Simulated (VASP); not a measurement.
Input of a VASP 6.6.1 run:

Contents of INCAR:

```
PREC     = Accurate       # precision mode
ENCUT    = 520            # plane-wave cutoff, eV
EDIFF    = 1E-6           # SCF threshold, eV
ISMEAR   = 0              # smearing method
SIGMA    = 0.013          # smearing width, eV
LREAL    = F              # projectors in reciprocal space
LASPH    = T              # aspherical terms in the spheres
NELM     = 100            # most SCF steps
ALGO     = Normal         # electronic algorithm
ISIF     = 2              # what is computed and relaxed
LWAVE    = F              # write WAVECAR
LCHARG   = F              # write CHGCAR
GGA      = PS             # functional
NBANDS   = 28             # bands
```

File KPOINTS:

```
Automatic mesh
0
Gamma
  4 4 2
```

Contents of POSCAR:

```
PbS
1.0
    2.9838607981     -2.9828938700      0.0000000000
    2.9838607981      2.9828938700      0.0000000000
   -1.0986781904      0.0000000000     11.1678408944
Pb S
2 2
Direct
    0.2263653800      0.2263653800      0.3722110100
    0.7736346200      0.7736346200      0.6277889900
    0.7295120500      0.7295120500      0.3897323800
    0.2704879500      0.2704879500      0.6102676200
```

Potentials or basis: VASP PAW PBE potentials, release 64 (Pb_d, S).

The run is started by

```console
$ cat potpaw_PBE.64/Pb_d/POTCAR potpaw_PBE.64/S/POTCAR > POTCAR
$ mpirun -np 1 vasp_std > vasp.out
```

(1) What does it give for the largest force?

(2) Predict the band gap on the k mesh.

Answers

(1) 0.158 eV/Å.

(2) 2.09 eV.

Caveat: there is no dipole correction, which matters where the two faces differ; the PAW data sets were made with another functional, which shifts forces and pressure a little; spin-orbit coupling is left out, which moves the levels of the heavy elements.
